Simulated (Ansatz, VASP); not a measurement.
**Two plane-wave programs on As**

```
As
1.0
     1.82285   -5.70120    0.00000
     1.82285    5.70120    0.00000
     0.00000    0.00000    4.74541
As
4
Direct
  0.10424 0.89576 0.07387
  0.60424 0.39576 0.42613
  0.89576 0.10424 0.92613
  0.39576 0.60424 0.57387
```

Alike in both runs: functional r2SCAN; k mesh 12 × 12 × 10; occupations gaussian, width 0.1 eV; no spin polarisation.

Ansatz relaxed the structure, and its values are those at the end. VASP's run is a single point on that final structure, the one shown.

```csv
,VASP,Ansatz
version,VASP 6.6.1,Ansatz 0.2.0
potentials or method,"VASP PAW PBE potentials, release 64 (As), cutoff 520 eV","scalar-relativistic, plane waves, PAW"
valence electrons in the cell,20,60
```

VASP gave:

- gap on the k mesh at the Fermi level (eV): 0.19
- least direct gap on the mesh (eV): 0.19
- pressure (GPa): 0.1
- rms of the force components (eV/Å): 0.021

Q: What did Ansatz give for the same quantities?

A: gap on the k mesh at the Fermi level (eV): 0.19; least direct gap on the mesh (eV): 0.19; pressure (GPa): 0.0; rms of the force components (eV/Å): 0.000.

VASP's potentials were made for PBE, not for r2SCAN. VASP's potentials hold 20 valence electrons a cell and Ansatz's 60, so a difference there can come from the potentials and not from the codes.
